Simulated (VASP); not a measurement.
# PbO (Litharge) (P4/nmm) in VASP: notebook

PbO (Litharge) is run at these levels: PBEsol, PBE; tasks: single point.

Everything below comes from runs of VASP 6.6.1. Logs are shortened: lines on timing, memory, paths and dates and some standing lists are left out, and cuts for length are marked.

**1. The cell of the first run**

It takes space group P4/nmm (No. 129, tetragonal). Conventional cell: a = 3.990 Å, b = 3.990 Å, c = 5.010 Å, α = 90.00°, β = 90.00°, γ = 90.00°. Within 3.1 Å of Pb (site symmetry 4mm) lie 4 O at 2.33 Å. O (site symmetry -4m2) has 4 Pb at 2.33 Å and 4 O at 2.82 Å within 3.1 Å.

**2. Single point, PBEsol**

File INCAR:

```
PREC = Accurate ; ENCUT = 520
EDIFF = 1E-6 ; ISMEAR = -1
SIGMA = 0.05 ; LREAL = F
LASPH = T ; NELM = 80
ALGO = Normal ; ISIF = 2
LWAVE = F ; LCHARG = F
GGA = PS ; NBANDS = 28
```

File KPOINTS:

```
regular mesh
0
Gamma
  7 7 6
```

File POSCAR:

```
PbO
1.0
    3.9900000000      0.0000000000      0.0000000000
    0.0000000000      3.9900000000      0.0000000000
    0.0000000000      0.0000000000      5.0100000000
Pb O
2 2
Direct
    0.5000000000      0.0000000000      0.7600000000
    0.0000000000      0.5000000000      0.2400000000
    0.5000000000      0.5000000000      0.0000000000
    0.0000000000      0.0000000000      0.0000000000
```

Potentials or basis: VASP PAW PBE potentials, release 64 (Pb_d, O).

Run with:

```console
$ cat potpaw_PBE.64/Pb_d/POTCAR potpaw_PBE.64/O/POTCAR > POTCAR
$ mpirun -np 1 vasp_std > vasp.out
```

OUTCAR:

```text
PREC = Accurate
   ENCUT = 520
   EDIFF = 1E-6
   ISMEAR = -1
   LREAL = F
   LASPH = T
   NELM = 80
   ISIF = 2
   GGA = PS

 ion  position               nearest neighbor table
   1  0.500  0.000  0.760-   3 2.33   4 2.33   3 2.33   4 2.33   2 3.71   2 3.71   2 3.71   2 3.71
                             2 3.84   2 3.84   2 3.84   2 3.84
   2  0.000  0.500  0.240-   3 2.33   4 2.33   4 2.33   3 2.33   1 3.71   1 3.71   1 3.71   1 3.71
                             1 3.84   1 3.84   1 3.84   1 3.84
   3  0.500  0.500  0.000-   1 2.33   2 2.33   1 2.33   2 2.33
   4  0.000  0.000  0.000-   1 2.33   2 2.33   2 2.33   1 2.33

  LATTYP: Found a simple tetragonal cell.
 ALAT       =     3.9900000000
 C/A-ratio  =     1.2556390977

  Lattice vectors:

 A1 = (   3.9900000000,   0.0000000000,   0.0000000000)
 A2 = (   0.0000000000,   3.9900000000,   0.0000000000)
 A3 = (   0.0000000000,   0.0000000000,   5.0100000000)

Analysis of symmetry for initial positions (statically):
=====================================================================
 Subroutine PRICEL returns:
 Original cell was already a primitive cell.

 Routine SETGRP: Setting up the symmetry group for a
 simple tetragonal supercell.

 Subroutine GETGRP returns: Found 16 space group operations
 (whereof  8 operations were pure point group operations)
 out of a pool of 16 trial point group operations.

The static configuration has the point symmetry D_2d.
 The point group associated with its full space group is D_4h.

Analysis of symmetry for dynamics (positions and initial velocities):
=====================================================================
 Subroutine PRICEL returns:
 Original cell was already a primitive cell.

 Routine SETGRP: Setting up the symmetry group for a
 simple tetragonal supercell.

 Subroutine GETGRP returns: Found 16 space group operations
 (whereof  8 operations were pure point group operations)
 out of a pool of 16 trial point group operations.

The dynamic configuration has the point symmetry D_2d.
 The point group associated with its full space group is D_4h.

 Subroutine INISYM returns: Found 16 space group operations
 (whereof  8 operations are pure point group operations),
 and found     1 'primitive' translations

----------------------------------------------------------------------------------------

                                     Primitive cell

  volume of cell :      79.7597

  direct lattice vectors                    reciprocal lattice vectors
     3.990000000  0.000000000  0.000000000     0.250626566  0.000000000  0.000000000
     0.000000000  3.990000000  0.000000000     0.000000000  0.250626566  0.000000000
     0.000000000  0.000000000  5.010000000     0.000000000  0.000000000  0.199600798

  length of vectors
     3.990000000  3.990000000  5.010000000     0.250626566  0.250626566  0.199600798

  position of ions in fractional coordinates (direct lattice)
     0.500000000  0.000000000  0.760000000
     0.000000000  0.500000000  0.240000000
     0.500000000  0.500000000  0.000000000
     0.000000000  0.000000000  0.000000000

  ion indices of the primitive-cell ions
   primitive index   ion index
                 1           1
                 2           2
                 3           3
                 4           4

----------------------------------------------------------------------------------------

 KPOINTS: regular mesh

Automatic generation of k-mesh.
 Grid dimensions read from file:
 generate k-points for:    7    7    6

 Generating k-lattice:

  Cartesian coordinates                     Fractional coordinates (reciprocal lattice)
     0.035803795  0.000000000  0.000000000     0.142857143  0.000000000  0.000000000
     0.000000000  0.035803795  0.000000000     0.000000000  0.142857143  0.000000000
     0.000000000  0.000000000  0.033266800     0.000000000  0.000000000  0.166666667

  Length of vectors
     0.035803795  0.035803795  0.033266800

  Shift w.r.t. Gamma in fractional coordinates (k-lattice)
     0.000000000  0.000000000  0.000000000

 Subroutine IBZKPT returns following result:
 ===========================================

 Found     40 irreducible k-points:

 Following reciprocal coordinates:
            Coordinates               Weight
  0.000000  0.000000  0.000000      1.000000
  0.142857  0.000000  0.000000      4.000000
  0.285714  0.000000  0.000000      4.000000
  0.428571  0.000000  0.000000      4.000000
  0.142857  0.142857  0.000000      4.000000
  0.285714  0.142857  0.000000      8.000000
[... 16 lines left out ...]
  0.285714  0.000000  0.333333      8.000000
  0.428571  0.000000  0.333333      8.000000
 [... further k-points ...]
   k-points           NKPTS =     40   k-points in BZ     NKDIM =     40   number of bands    NBANDS=     28
   number of dos      NEDOS =    301   number of ions     NIONS =      4
   total plane-waves  NPLWV =  36000
   dimension x,y,z NGX =    30 NGY =   30 NGZ =   40
   dimension x,y,z NGXF=    60 NGYF=   60 NGZF=   80
   ions per type =               2   2
   NGX,Y,Z   is equivalent  to a cutoff of  12.50, 12.50, 13.27 a.u.
   NGXF,Y,Z  is equivalent  to a cutoff of  25.00, 25.00, 26.55 a.u.
 SYSTEM =  unknown system
   PREC   = accura    normal or accurate (medium, high low for compatibility)
   ISTART =      0    job   : 0-new  1-cont  2-samecut
   ICHARG =      2    charge: 1-file 2-atom 10-const
   ISPIN  =      1    spin polarized calculation?
   LNONCOLLINEAR =      F non collinear calculations
   LSORBIT =      F    spin-orbit coupling
   LASPH  =      T    aspherical Exc in radial PAW
   ENCUT  =  520.0 eV  38.22 Ry    6.18 a.u.   7.42  7.42  9.32*2*pi/ulx,y,z
   NELM   =     80;   NELMIN=  2; NELMDL= -5     # of ELM steps
   EDIFF  = 0.1E-05   stopping-criterion for ELM
   LREAL  =      F    real-space projection
   EDIFFG = 0.1E-04   stopping-criterion for IOM
   NSW    =      0    number of steps for IOM
   IBRION =     -1    ionic relax: 0-MD 1-quasi-New 2-CG
   NFREE  =      0    steps in history (QN), initial steepest desc. (CG)
   ISIF   =      2    stress and relaxation
   ISYM   =      2    0-nonsym 1-usesym 2-fastsym
   POTIM  = 0.5000    time-step for ionic-motion
   TEBEG  =    0.0;   TEEND  =   0.0 temperature during run
   PSTRESS=    0.0 pullay stress
   NELECT =      40.0000    total number of electrons
   NUPDOWN=      -1.0000    fix difference up-down
   EMIN   =  10.00;   EMAX   =-10.00  energy-range for DOS
   EFERMI =   0.00;   METHOD = LEGACY
   ISMEAR =    -1;   SIGMA  =   0.05  broadening in eV -4-tet -1-fermi 0-gaus
   EFERMI_NEDOS =   21; number of points for ismear=-14 and -15
   IALGO  =     38    algorithm
   IMIX   =      4    mixing-type and parameters
     AMIX     =   0.40;   BMIX     =  1.00
     AMIX_MAG =   1.60;   BMIX_MAG =  1.00
  volume/ion in A,a.u.               =      19.94       134.56
  Fermi-wavevector in a.u.,A,eV,Ry     =   1.300670  2.457909 23.017539  1.691741
  Thomas-Fermi vector in A             =   2.431853
   LORBIT       =      0    0 simple, 1 ext, 2 COOP (PROOUT), +10 PAW based schemes
   GGA     = PS    functional components
   LHFCALC =     F    Hartree Fock is set to
   AEXX    =    0.0000 exact exchange contribution
   IVDW    =     0    specifies the selected vdW correction
   LEPSILON=     F    determine dielectric tensor
   LRPA    =     F    only Hartree local field effects (RPA)
 non-spin polarized calculation
  energy-cutoff  :      520.00
  volume of cell :       79.76
 maximum number of plane-waves:      2186
 NGX is ok and might be reduce to    30
   NGX = 15   NGY = 15   NGZ = 19

 number of electron      39.9999999 magnetization

 Free energy of the ion-electron system (eV)
  ---------------------------------------------------
  ext. energy  EPLUGINS =         0.00000000
  ---------------------------------------------------
  free energy    TOTEN  =       -22.86881333 eV

  energy without entropy =      -22.86881326  energy(sigma->0) =      -22.86881330

 E-fermi :   5.5886     XC(G=0): -10.0715

 val. band max:        4.8924273473   @ k =   0.1429   0.0000   0.0000
 cond. band min:       6.2603025551   @ k =   0.4286   0.4286   0.0000
 fundamental gap:      1.3678752079
 Fermi energy:         5.5886185439

 k-point     1 :       0.0000    0.0000    0.0000
  band No.  band energies     occupation
      1     -13.2982      2.00000
      2     -12.7671      2.00000
      3     -11.0277      2.00000
      4     -11.0277      2.00000
      5     -10.9666      2.00000
      6     -10.9502      2.00000
[... 20 lines left out ...]
     27      12.2847      0.00000
     28      12.8325      0.00000

 k-point     2 :       0.1429    0.0000    0.0000
  band No.  band energies     occupation
      1     -13.2549      2.00000
      2     -12.7813      2.00000
      3     -11.0176      2.00000
      4     -11.0169      2.00000
      5     -10.9518      2.00000
      6     -10.9385      2.00000
[... 20 lines left out ...]
     27      12.5304      0.00000
     28      14.0865      0.00000

 k-point     3 :       0.2857    0.0000    0.0000
  band No.  band energies     occupation
      1     -13.1473      2.00000
      2     -12.8279      2.00000
      3     -10.9900      2.00000
      4     -10.9872      2.00000
      5     -10.9141      2.00000
      6     -10.9099      2.00000
[... 20 lines left out ...]
     27      12.8618      0.00000
     28      16.0912      0.00000

 k-point     4 :       0.4286    0.0000    0.0000
  band No.  band energies     occupation
      1     -13.0210      2.00000
      2     -12.9097      2.00000
      3     -10.9526      2.00000
      4     -10.9502      2.00000
      5     -10.9198      2.00000
      6     -10.9169      2.00000
[... 20 lines left out ...]
     27      13.4605      0.00000
     28      14.5495      0.00000

 k-point     5 :       0.1429    0.1429    0.0000
  band No.  band energies     occupation
      1     -13.2160      2.00000
      2     -12.7940      2.00000
      3     -11.0229      2.00000
      4     -10.9885      2.00000
      5     -10.9388      2.00000
      6     -10.9299      2.00000
[... 20 lines left out ...]
     27      13.4958      0.00000
     28      14.5491      0.00000

 k-point     6 :       0.2857    0.1429    0.0000
  band No.  band energies     occupation
      1     -13.1199      2.00000
      2     -12.8359      2.00000
      3     -10.9993      2.00000
      4     -10.9526      2.00000
      5     -10.9108      2.00000
      6     -10.9005      2.00000
[... 463 lines left out ...]
      5     -10.9775      2.00000
      6     -10.9290      2.00000
[... 20 lines left out ...]
     27      13.1590      0.00000
     28      13.3580      0.00000

 k-point    22 :       0.1429    0.0000    0.3333
  band No.  band energies     occupation
      1     -13.2407      2.00000
      2     -12.7712      2.00000
      3     -10.9909      2.00000
      4     -10.9813      2.00000
      5     -10.9591      2.00000
      6     -10.9185      2.00000
[... 20 lines left out ...]
     27      13.4178      0.00000
     28      14.2479      0.00000

 k-point    23 :       0.2857    0.0000    0.3333
  band No.  band energies     occupation
      1     -13.1456      2.00000
      2     -12.8264      2.00000
      3     -10.9948      2.00000
      4     -10.9578      2.00000
      5     -10.9299      2.00000
      6     -10.9240      2.00000
[... 20 lines left out ...]
     27      13.7079      0.00000
     28      15.6592      0.00000

 k-point    24 :       0.4286    0.0000    0.3333
  band No.  band energies     occupation
      1     -13.0286      2.00000
      2     -12.9165      2.00000
      3     -10.9893      2.00000
      4     -10.9675      2.00000
      5     -10.9349      2.00000
      6     -10.9184      2.00000
[... 20 lines left out ...]
     27      14.1108      0.00000
     28      14.8460      0.00000

 [... further k-points ...]
[... 5 lines left out ...]
  --------------------------------------------------------------------------------------
  -------------------------------------------------------------------------------------
  Total       -0.3460726     -0.3460726     -0.5381093      0.0000000      0.0000000      0.0000000
  in kB       -6.9517526     -6.9517526    -10.8092994      0.0000000      0.0000000      0.0000000
  external PRESSURE =      -8.2376015 kB  Pullay stress =       0.0000000 kB

 VOLUME and BASIS-vectors are now :
 -----------------------------------------------------------------------------
  energy-cutoff  :      520.00
  volume of cell :       79.76
      direct lattice vectors                 reciprocal lattice vectors
     3.990000000  0.000000000  0.000000000     0.250626566  0.000000000  0.000000000
     0.000000000  3.990000000  0.000000000     0.000000000  0.250626566  0.000000000
     0.000000000  0.000000000  5.010000000     0.000000000  0.000000000  0.199600798

 POSITION                                       TOTAL-FORCE (eV/Angst)
 -----------------------------------------------------------------------------------
      1.99500      0.00000      3.80760         0.000000      0.000000      0.287107
      0.00000      1.99500      1.20240         0.000000     -0.000000     -0.287107
      1.99500      1.99500      0.00000         0.000000     -0.000000      0.000000
      0.00000      0.00000      0.00000         0.000000      0.000000      0.000000
 -----------------------------------------------------------------------------------
    total drift:                                0.000000      0.000000      0.000000

  FREE ENERGIE OF THE ION-ELECTRON SYSTEM (eV)
  ---------------------------------------------------
  free  energy   TOTEN  =       -22.8688133322 eV

  energy  without entropy=      -22.8688132621  energy(sigma->0) =      -22.86881330
```

Wall time 35 s (1 thread of Intel Xeon 6975P-C (Granite Rapids), shared host); peak memory 0.22 GiB.

What came out:

```yaml
Free_energy: -22.8688 eV
Pressure: -0.8 GPa
Largest_force: 0.287 eV/Å
Band_gap_on_the_k_mesh: 1.37 eV, indirect (least direct gap 2.29 eV)
```

Forces in eV/Å, atoms in the order of the input:
```
Pb   0.000  0.000  0.287
Pb   0.000  0.000 -0.287
O    0.000  0.000  0.000
O    0.000  0.000  0.000
```

Stress tensor (GPa, compression positive):
```
-0.70  0.00  0.00
 0.00 -0.70  0.00
 0.00  0.00 -1.08
```

Levels at points of the mesh, in eV from the valence-band top:
| k point | band 17 | band 18 | band 19 | band 20 | band 21 | band 22 | band 23 | band 24 |
| --- | --- | --- | --- | --- | --- | --- | --- | --- |
| (0.00, 0.00, 0.00) | -1.64 | -1.56 | -1.56 | 0.00 | 2.35 | 5.51 | 5.53 | 5.53 |
| (0.00, 0.00, 0.50) | -1.68 | -1.59 | -1.59 | -0.92 | 1.94 | 3.90 | 3.90 | 4.18 |

Caveat: the PAW data sets were made with another functional, which shifts forces and pressure a little; spin-orbit coupling is left out, which moves the levels of the heavy elements. PBEsol gaps usually lie below the measured ones, often by a third to a half.

(Continued in part 2 of 3.)
